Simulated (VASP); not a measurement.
# Br (I4/mmm) in VASP: a series of runs, part 2 of 2

VASP 6.6.1. Earlier steps stand in the parts before.

**4. Relaxation of cell and atoms, PBEsol**

Input file INCAR:

```
PREC     = Accurate       # precision mode
ENCUT    = 600            # plane-wave cutoff, eV
EDIFF    = 1E-6           # SCF threshold, eV
ISMEAR   = -1             # smearing method
SIGMA    = 0.05           # smearing width, eV
LREAL    = F              # projectors in reciprocal space
LASPH    = T              # aspherical terms in the spheres
NELM     = 60             # most SCF steps
ALGO     = Normal         # electronic algorithm
ISIF     = 3              # what is computed and relaxed
LWAVE    = F              # write WAVECAR
LCHARG   = F              # write CHGCAR
GGA      = PS             # functional
IBRION   = 2              # ionic algorithm
NSW      = 60             # ionic steps
EDIFFG   = -0.01          # ionic threshold
```

Input file KPOINTS:

```
Automatic mesh
0
Gamma
  13 13 13
```

Input file POSCAR:

```
Br
1.0
   -1.4234917050      1.4234917050      3.5775173700
    1.4234917050     -1.4234917050      3.5775173700
    1.4234917050      1.4234917050     -3.5775173700
Br
1
Direct
    0.0000000000      0.0000000000      0.0000000000
```

Potentials or basis: VASP PAW PBE potentials, release 64 (Br).

Started as:

```sh
cat potpaw_PBE.64/Br/POTCAR > POTCAR
mpirun -np 1 vasp_std > vasp.out
```

OUTCAR:

```text
PREC = Accurate
   ENCUT = 600
   EDIFF = 1E-6
   ISMEAR = -1
   LREAL = F
   LASPH = T
   NELM = 60
   ISIF = 3
   GGA = PS
   IBRION = 2
   NSW = 60
   EDIFFG = -0.01

 ion  position               nearest neighbor table
   1  0.000  0.000  0.000-

  LATTYP: Found a body centered tetragonal cell.
 ALAT       =     2.8469834100
 C/A-ratio  =     2.5131986069

  Lattice vectors:

 A1 = (  -1.4234917050,   1.4234917050,   3.5775173700)
 A2 = (   1.4234917050,  -1.4234917050,   3.5775173700)
 A3 = (   1.4234917050,   1.4234917050,  -3.5775173700)

Analysis of symmetry for initial positions (statically):
=====================================================================
 Subroutine PRICEL returns:
 Original cell was already a primitive cell.

 Routine SETGRP: Setting up the symmetry group for a
 body centered tetragonal supercell.

 Subroutine GETGRP returns: Found 16 space group operations
 (whereof 16 operations were pure point group operations)
 out of a pool of 16 trial point group operations.

The static configuration has the point symmetry D_4h.

Analysis of symmetry for dynamics (positions and initial velocities):
=====================================================================
 Subroutine PRICEL returns:
 Original cell was already a primitive cell.

 Routine SETGRP: Setting up the symmetry group for a
 body centered tetragonal supercell.

 Subroutine GETGRP returns: Found 16 space group operations
 (whereof 16 operations were pure point group operations)
 out of a pool of 16 trial point group operations.

The dynamic configuration has the point symmetry D_4h.

 Subroutine INISYM returns: Found 16 space group operations
 (whereof 16 operations are pure point group operations),
 and found     1 'primitive' translations

----------------------------------------------------------------------------------------

[... 137 lines left out ...]
  free energy    TOTEN  =        -1.70957903 eV

  energy without entropy =       -1.70488637  energy(sigma->0) =       -1.70723270

------------------------ aborting loop because EDIFF is reached ----------------------------------------

  FORCE on cell =-STRESS in cart. coord.  units (eV):
  Direction    XX          YY          ZZ          XY          YZ          ZX
  --------------------------------------------------------------------------------------
  -------------------------------------------------------------------------------------
  Total       -0.3196942     -0.3196942      0.0455895      0.0000000      0.0000000      0.0000000
  in kB      -17.6641877    -17.6641877      2.5189738      0.0000000      0.0000000      0.0000000
  external PRESSURE =     -10.9364672 kB  Pullay stress =       0.0000000 kB
[... 86 lines left out ...]
  FREE ENERGIE OF THE ION-ELECTRON SYSTEM (eV)
  ---------------------------------------------------
  free  energy   TOTEN  =        -1.7131908219 eV

  energy  without entropy=       -1.7087156975  energy(sigma->0) =       -1.71095326

[... ionic steps 4 to 12 ...]

--------------------------------------- Ionic step       13  -------------------------------------------

 number of electron       7.0000000 magnetization

------------------------ aborting loop because EDIFF is reached ----------------------------------------
[... 65 lines left out ...]
--------------------------------------- Ionic step       15  -------------------------------------------

 number of electron       7.0000000 magnetization

 Free energy of the ion-electron system (eV)
  ---------------------------------------------------
  ext. energy  EPLUGINS =         0.00000000
  ---------------------------------------------------
  free energy    TOTEN  =        -1.71364031 eV

  energy without entropy =       -1.70922590  energy(sigma->0) =       -1.71143310

 E-fermi :   1.4532     XC(G=0):  -8.7888

 val. band max:        1.3633556962   @ k =  -0.2308   0.3077   0.0769
 cond. band min:       1.4935733774   @ k =  -0.3077   0.3846   0.1538
 fundamental gap:      0.1302176812
 Fermi energy:         1.4531547243

 k-point     1 :       0.0000    0.0000    0.0000
  band No.  band energies     occupation
      1     -15.0618      2.00000
      2      -1.1873      2.00000
      3       2.4128      0.00000
      4       2.4128      0.00000
      5       6.3872      0.00000
      6      11.0967      0.00000
      7      11.5892      0.00000
[... 221 lines left out ...]
 k-point    24 :       0.4615    0.1538    0.0000
  band No.  band energies     occupation
      1     -13.0562      2.00000
      2      -4.3512      2.00000
      3      -0.4371      2.00000
      4       1.5001      0.56185
      5       8.0893      0.00000
      6      11.8940      0.00000
      7      14.3396      0.00000

 [... further k-points ...]

------------------------ aborting loop because EDIFF is reached ----------------------------------------

  FORCE on cell =-STRESS in cart. coord.  units (eV):
  Direction    XX          YY          ZZ          XY          YZ          ZX
  --------------------------------------------------------------------------------------
  -------------------------------------------------------------------------------------
  Total       -0.0058877     -0.0058877     -0.0026755      0.0000000      0.0000000      0.0000000
  in kB       -0.3242555     -0.3242555     -0.1473504      0.0000000      0.0000000      0.0000000
  external PRESSURE =      -0.2652871 kB  Pullay stress =       0.0000000 kB
[... 16 lines left out ...]
  FREE ENERGIE OF THE ION-ELECTRON SYSTEM (eV)
  ---------------------------------------------------
  free  energy   TOTEN  =        -1.7136403090 eV

  energy  without entropy=       -1.7092258963  energy(sigma->0) =       -1.71143310

 reached required accuracy - stopping structural energy minimisation
```

OSZICAR:

```text
N       E                     dE             d eps       ncg     rms          rms(c)
DAV:   1     0.259331001860E+02    0.25933E+02   -0.31662E+03  2751   0.862E+02
DAV:   2    -0.921615305604E+00   -0.26855E+02   -0.26075E+02  3941   0.116E+02
[... 103 lines left out ...]
  14 F= -.17136420E+01 E0= -.17114366E+01  d E =-.708479E-05
       N       E                     dE             d eps       ncg     rms          rms(c)
DAV:   1    -0.171364670254E+01   -0.55862E-05   -0.18739E-04  2835   0.105E-01    0.132E-02
DAV:   2    -0.171364186907E+01    0.48335E-05   -0.75192E-06  3346   0.210E-02    0.619E-03
DAV:   3    -0.171364028980E+01    0.15793E-05   -0.55787E-06  2765   0.159E-02    0.647E-03
DAV:   4    -0.171364030898E+01   -0.19183E-07   -0.26728E-08  1372   0.162E-03
  15 F= -.17136403E+01 E0= -.17114331E+01  d E =-.543920E-05
```

It took 9.5 min on 1 thread of Intel Xeon 8259CL, shared host; peak memory 0.24 GiB.

Results:

```yaml
Free_energy: -1.7136 eV
Relaxed_volume: 29.09 Å³/atom
Relaxed_cell: a = 4.173 Å, b = 4.173 Å, c = 4.173 Å, α = 140.55°, β = 140.55°, γ = 57.03°
Space_group_after_relaxing_to_0.1_Å: I4/mmm (No. 139)
Energy_gained_by_relaxing: 4.1 meV/atom
Ionic_steps: 15
Pressure_after_relaxing: 0.0 GPa
Band_gap_on_the_k_mesh: zero (an odd number of electrons rules out a gap without spin polarisation)
```

Step by step:
```tsv
step	energy change (eV)	largest force (eV/Å)	pressure (GPa)	volume (Å³)
1	0.0000	0.0000	-1.09	29.00
2	-0.0030	0.0000	0.65	28.17
3	-0.0036	0.0000	0.08	28.41
4	-0.0036	0.0000	0.12	28.40
5	-0.0037	0.0000	0.16	28.46
6	-0.0039	0.0000	0.08	28.63
7	-0.0041	0.0000	0.05	28.99
8	-0.0041	0.0000	0.10	29.04
9	-0.0040	0.0000	0.04	29.13
10	-0.0041	0.0000	0.03	29.11
11	-0.0041	0.0000	0.02	29.07
12	-0.0041	0.0000	0.04	29.05
13	-0.0040	0.0000	-0.15	29.16
14	-0.0041	0.0000	0.06	29.08
15	-0.0041	0.0000	-0.03	29.09
```

Final structure:
```
Br
1.0
    -1.40841    1.40841    3.66649
     1.40841   -1.40841    3.66649
     1.40841    1.40841   -3.66649
Br
1
Direct
  0.00000 0.00000 0.00000
```

Caveat: the PAW data sets were made with another functional, which shifts forces and pressure a little; an odd number of electrons without spin polarisation forces a metal; a magnetic or distorted state may lie lower.

**5. Relaxation of cell and atoms, RPBE**

Input file INCAR:

```
SYSTEM = Br
ALGO     = Normal         ! electronic algorithm
EDIFF    = 1E-7           ! SCF threshold, eV
EDIFFG   = -0.01          ! ionic threshold
ENCUT    = 600            ! plane-wave cutoff, eV
GGA      = RP             ! functional
IBRION   = 2              ! ionic algorithm
ISIF     = 3              ! what is computed and relaxed
ISMEAR   = -1             ! smearing method
LASPH    = .True.         ! aspherical terms in the spheres
LCHARG   = .False.        ! write CHGCAR
LREAL    = .False.        ! projectors in reciprocal space
LWAVE    = .False.        ! write WAVECAR
NELM     = 60             ! most SCF steps
NSW      = 60             ! ionic steps
PREC     = Accurate       ! precision mode
SIGMA    = 0.05           ! smearing width, eV
```

Input file KPOINTS:

```
k-points
0
Gamma
  13 13 13
  0 0 0
```

POSCAR is that of step 4.

Potentials or basis: VASP PAW PBE potentials, release 64 (Br).

Started as:

```sh
cat potpaw_PBE.64/Br/POTCAR > POTCAR
mpirun -np 1 vasp_std > vasp.out
```

OUTCAR:

```text
SYSTEM = Br
   EDIFF = 1E-7
   EDIFFG = -0.01
   ENCUT = 600
   GGA = RP
   IBRION = 2
   ISIF = 3
   ISMEAR = -1
   LASPH = .True.
   LREAL = .False.
   NELM = 60
   NSW = 60
   PREC = Accurate

 ion  position               nearest neighbor table
   1  0.000  0.000  0.000-

  LATTYP: Found a body centered tetragonal cell.
 ALAT       =     2.8469834100
 C/A-ratio  =     2.5131986069

  Lattice vectors:

 A1 = (  -1.4234917050,   1.4234917050,   3.5775173700)
 A2 = (   1.4234917050,  -1.4234917050,   3.5775173700)
 A3 = (   1.4234917050,   1.4234917050,  -3.5775173700)

Analysis of symmetry for initial positions (statically):
=====================================================================
 Subroutine PRICEL returns:
 Original cell was already a primitive cell.

[... 278 lines left out ...]
 cond. band min:       0.3351238557   @ k =  -0.3077   0.3846   0.1538
 fundamental gap:      0.1025229996
 Fermi energy:         0.3045880539

 k-point     1 :       0.0000    0.0000    0.0000
  band No.  band energies     occupation
      1     -15.2553      2.00000
      2      -1.8242      2.00000
      3       1.1023      0.00000
      4       1.1023      0.00000
      5       6.1143      0.00000
      6      10.2646      0.00000
      7      10.4594      0.00000
[... 369 lines left out ...]
--------------------------------------- Ionic step        8  -------------------------------------------

 number of electron       6.9999997 magnetization

 Free energy of the ion-electron system (eV)
  ---------------------------------------------------
  ext. energy  EPLUGINS =         0.00000000
  ---------------------------------------------------
  free energy    TOTEN  =        -1.22552888 eV

  energy without entropy =       -1.22054798  energy(sigma->0) =       -1.22303843

 E-fermi :  -1.1910     XC(G=0):  -6.4654

 val. band max:       -1.2881020850   @ k =  -0.2308   0.3077   0.0769
 cond. band min:      -1.1501580774   @ k =  -0.3077   0.3846   0.1538
 fundamental gap:      0.1379440076
 Fermi energy:        -1.1910195734

 k-point     1 :       0.0000    0.0000    0.0000
  band No.  band energies     occupation
      1     -16.8834      2.00000
      2      -4.1530      2.00000
      3      -0.4061      0.00000
      4      -0.4061      0.00000
      5       3.5636      0.00000
      6       8.5381      0.00000
      7       8.6143      0.00000
[... 258 lines left out ...]
  FREE ENERGIE OF THE ION-ELECTRON SYSTEM (eV)
  ---------------------------------------------------
  free  energy   TOTEN  =        -1.2255288750 eV

  energy  without entropy=       -1.2205479755  energy(sigma->0) =       -1.22303843

 reached required accuracy - stopping structural energy minimisation
```

OSZICAR:

```text
N       E                     dE             d eps       ncg     rms          rms(c)
DAV:   1     0.270612971084E+02    0.27061E+02   -0.31838E+03  2751   0.863E+02
DAV:   2    -0.324842506728E+00   -0.27386E+02   -0.26618E+02  3934   0.118E+02
DAV:   3    -0.117399131106E+01   -0.84915E+00   -0.84442E+00  3234   0.247E+01
[... 82 lines left out ...]
DAV:   5    -0.122557567583E+01    0.20698E-02   -0.37480E-03  3178   0.367E-01    0.334E-02
DAV:   6    -0.122555110425E+01    0.24572E-04   -0.42002E-05  3871   0.478E-02    0.172E-02
DAV:   7    -0.122552851406E+01    0.22590E-04   -0.39847E-05  3332   0.417E-02    0.114E-02
DAV:   8    -0.122552880707E+01   -0.29301E-06   -0.10335E-06  4130   0.687E-03    0.309E-03
DAV:   9    -0.122552887503E+01   -0.67965E-07   -0.48316E-08  3332   0.202E-03
   8 F= -.12255289E+01 E0= -.12230384E+01  d E =-.402704E-02
```

It took 9.1 min on 1 thread of Intel Xeon 8259CL, shared host; peak memory 0.25 GiB.

What came out:

```yaml
Free_energy: -1.2255 eV
Relaxed_volume: 43.63 Å³/atom
Relaxed_cell: a = 5.548 Å, b = 5.548 Å, c = 5.548 Å, α = 149.59°, β = 149.59°, γ = 43.54°
Space_group_after_relaxing_to_0.1_Å: I4/mmm (No. 139)
Energy_gained_by_relaxing: 86.5 meV/atom
Ionic_steps: 8
Pressure_after_relaxing: 0.0 GPa
Band_gap_on_the_k_mesh: zero (an odd number of electrons rules out a gap without spin polarisation)
```

The path:
| step | energy change (eV) | largest force (eV/Å) | pressure (GPa) | volume (Å³) |
| --- | --- | --- | --- | --- |
| 1 | 0.0000 | 0.0000 | 3.28 | 29.00 |
| 2 | -0.0280 | 0.0000 | 0.44 | 31.56 |
| 3 | -0.0288 | 0.0000 | -0.06 | 32.19 |
| 4 | -0.0444 | 0.0000 | -0.06 | 33.13 |
| 5 | -0.0726 | 0.0000 | 0.12 | 35.91 |
| 6 | -0.0824 | 0.0000 | 0.84 | 41.19 |
| 7 | -0.0808 | 0.0000 | -0.79 | 46.78 |
| 8 | -0.0865 | 0.0000 | 0.00 | 43.63 |

Final structure:
```
Br
1.0
    -1.45504    1.45504    5.15212
     1.45504   -1.45504    5.15212
     1.45504    1.45504   -5.15212
Br
1
Direct
  0.00000 0.00000 0.00000
```

Caveat: the volume moved by over 15 % at a fixed basis, so the end points are rough; the PAW data sets were made with another functional, which shifts forces and pressure a little; an odd number of electrons without spin polarisation forces a metal; a magnetic or distorted state may lie lower.

**6. Overview**

| level | potentials or basis | gap on the mesh (eV) | pressure (GPa) | relaxed volume (Å³/atom) |
| --- | --- | --- | --- | --- |
| LDA | VASP PAW LDA potentials, release 64 (Br) | none | 0.0 | 26.45 |
| PBE | VASP PAW PBE potentials, release 64 (Br) | none | 0.0 | 35.96 |
| PBEsol | VASP PAW PBE potentials, release 64 (Br) | none | 0.0 | 29.09 |
| RPBE | VASP PAW PBE potentials, release 64 (Br) | none | 0.0 | 43.63 |

Alike in all rows: task relaxation of cell and atoms; no spin polarisation; cell relaxed; k mesh 13 × 13 × 13; cutoff (eV) 600; smearing fermi-dirac 0.05 eV.

Caveats: an odd number of electrons without spin polarisation forces a metal; a magnetic or distorted state may lie lower; the volume moved by over 15 % at a fixed basis, so the end points are rough (at least some runs); the PAW data sets were made with another functional, which shifts forces and pressure a little (at least some runs).

Absolute energies hang on the potentials; compare differences alone.
